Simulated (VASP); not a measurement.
## Zn8O7: single point with PBE

Crystal: Zn8O7.

```xyz
15
Lattice="6.5000 0.0000 0.0000 -3.2500 5.6292 0.0000 0.0000 0.0000 5.2100" Properties=species:S:1:pos:R:3 pbc="T T T"
Zn    0.0308    1.8473    5.1474
Zn    1.6322    0.9379    2.6436
Zn   -1.6493    4.6733    5.2080
Zn    0.0361    3.7825    2.5843
Zn    3.2442    1.8783    5.1984
Zn    4.8557    0.9212    2.6488
Zn    1.5322    4.6882    5.1868
Zn    3.2399    3.7869    2.5587
O    -0.0076    1.8880    1.9881
O     1.5962    0.9382    4.5717
O    -0.0575    3.7400    4.5673
O     3.2571    1.9023    2.0191
O     4.8781    0.9745    4.6274
O     1.6188    4.6710    2.0208
O     3.2019    3.7678    4.5971
```

```
Program             : VASP 6.6.1
Task                : single point
Functional          : PBE
Potentials or basis : VASP PAW PBE potentials, release 64 (Zn, O)
Cutoff              : 520 eV
k mesh              : 1 × 1 × 1
Occupations         : fermi-dirac, width 0.01 eV
Spin                : no spin polarisation
```

```json
{
  "Pressure": "3.3 GPa",
  "Largest force": "1.302 eV/Å",
  "Band gap on the k mesh": "3.05 eV"
}
```

Forces in eV/Å, atoms in the order of the input:
```
Zn  -0.586  0.399  0.830
Zn  -0.187 -0.359 -0.923
Zn  -0.277  0.059  0.796
Zn  -1.240 -0.373 -0.142
Zn  -0.011  0.152  0.303
Zn   0.299  0.382 -0.131
Zn   0.538  0.266  0.250
Zn   0.849  0.036  0.231
O    0.251 -0.061 -0.056
O    0.805 -0.924  0.116
O   -0.276  0.373 -0.202
O   -0.290 -0.108 -0.190
O   -0.317 -0.583 -0.047
O    0.042  0.437 -0.516
O    0.402  0.305 -0.319
```

Stress tensor (GPa, compression positive):
```
 7.63 -0.40 -0.24
-0.40  5.85  0.27
-0.24  0.27 -3.62
```

Levels at points of the mesh, in eV from the valence-band top:
```csv
k point,band 65,band 66,band 67,band 68,band 69,band 70,band 71,band 72,band 73,band 74
"(0.00, 0.00, 0.00)",-0.71,-0.64,-0.24,-0.03,0.00,3.05,4.69,4.73,4.89,5.56
```

It took 86 s on 1 thread of AMD EPYC 7R13, on a shared host, peak memory 0.24 GiB.

Caveat: the k points lie up to 1.21 Å⁻¹ apart; forces of over 1 eV/Å act on the atoms, so gaps and moduli don't describe the material at rest. A k mesh can miss the band edges.
